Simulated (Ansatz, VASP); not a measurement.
**MnSb: VASP beside Ansatz**

```
CELL_PARAMETERS angstrom
4.15000 0.00000 0.00000
-2.07500 3.59401 0.00000
0.00000 0.00000 5.78000
ATOMIC_POSITIONS crystal
Sb 0.66667 0.33333 0.75000
Sb 0.33333 0.66667 0.25000
Mn 0.00000 0.00000 0.50000
Mn 0.00000 0.00000 0.00000
```

Alike in both runs: functional r2SCAN; k mesh 7 × 7 × 5; occupations fermi-dirac, width 0.05 eV; collinear spin.

```csv
,VASP,Ansatz
version,VASP 6.6.1,Ansatz 0.2.0
potentials or method,"VASP PAW PBE potentials, release 64 (Sb, Mn_pv)",Ansatz PAW
plane-wave cutoff (eV),520,500
valence electrons in the cell,36,60
task,single point,band structure
```

|  | VASP | Ansatz | Ansatz less VASP |
| --- | --- | --- | --- |
| gap on the k mesh at the Fermi level (eV) | none | none | - |
| pressure (GPa) | 0.4 | 0.3 | -0.08 |
| traceless stress, the component that is largest in VASP (GPa) | 0.29 | 0.33 | +0.041 |
| net moment per atom (μB) | 1.87 | 1.87 | +0.001 |
| size of the moment on the site where the two differ most (μB) | 3.85 | 3.89 | +0.038 |

VASP's potentials were made for PBE, not for r2SCAN. Site moments also hang on the region over which each program counts them. A gap of «none» marks a metal or a gap that the smearing closes. VASP's potentials hold 36 valence electrons a cell and Ansatz's 60, so a difference there can come from the potentials and not from the codes.

Neither program's run includes spin-orbit coupling. Noted on Ansatz's run: the magnetic or orbital state may not be the lowest.
